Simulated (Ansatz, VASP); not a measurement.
**Two plane-wave programs on N**

```
N
1.0
     4.12027   -0.01604    0.02364
    -0.01604    4.04451    0.05240
     0.03075    0.06815    5.35048
N
4
Direct
  0.90364 0.90618 0.99031
  0.59614 0.40655 0.49624
  0.09654 0.09359 0.00967
  0.40367 0.59368 0.50378
```

Change from the starting cell: all atoms moved at random, sigma 0.1 Å a component, cell strained at random, sigma 0.01; relaxed back.

Alike in both runs: functional PBE; dispersion D3(BJ); k mesh 6 × 6 × 4; occupations gaussian, width 0.05 eV; no spin polarisation.

Ansatz relaxed the structure, and its values are those at the end. VASP's run is a single point on that final structure, the one shown.

|  | VASP | Ansatz |
| --- | --- | --- |
| version | VASP 6.6.1 | Ansatz 0.2.0 |
| potentials or method | VASP PAW PBE potentials, release 64 (N), cutoff 520 eV | scalar-relativistic, plane waves, PAW |
| valence electrons in the cell | 20 | 20 |

|  | VASP | Ansatz | Ansatz less VASP |
| --- | --- | --- | --- |
| gap on the k mesh at the Fermi level (eV) | 6.94 | 6.98 | +0.044 |
| least direct gap on the mesh (eV) | 7.13 | 7.18 | +0.045 |
| pressure (GPa) | 2.1 | 0.0 | -2.07 |
| rms of the force components (eV/Å) | 1.009 | 0.000 | -1.0084 |

Ansatz's warnings: stress scf threshold loose.

Noted on VASP's run: the standard files for N, O and F lose accuracy on very short bonds.
